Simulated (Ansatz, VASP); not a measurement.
Si: VASP beside Ansatz

```xyz
2
Lattice="3.6260 0.0000 0.0000 -1.8130 3.1402 0.0000 0.0000 0.0000 28.0000" Properties=species:S:1:pos:R:3 pbc="T T T"
Si    0.0000    2.0935   14.0000
Si    1.8130    1.0467   14.0000
```

Alike in both runs: task single point; functional PBE; k mesh 15 × 15 × 1; occupations gaussian, width 0.1 eV; no spin polarisation.

|  | VASP | Ansatz |
| --- | --- | --- |
| version | VASP 6.6.1 | Ansatz 0.2.0 |
| potentials or method | VASP PAW PBE potentials, release 64 (Si), cutoff 520 eV | scalar-relativistic, plane waves, PAW |
| valence electrons in the cell | 8 | 8 |

|  | VASP | Ansatz | Ansatz less VASP |
| --- | --- | --- | --- |
| gap on the k mesh at the Fermi level (eV) | none | none | - |
| work function, face that differs most (eV) | 4.47 | 4.47 | -0.003 |

A gap of «none» marks a metal or a gap that the smearing closes.
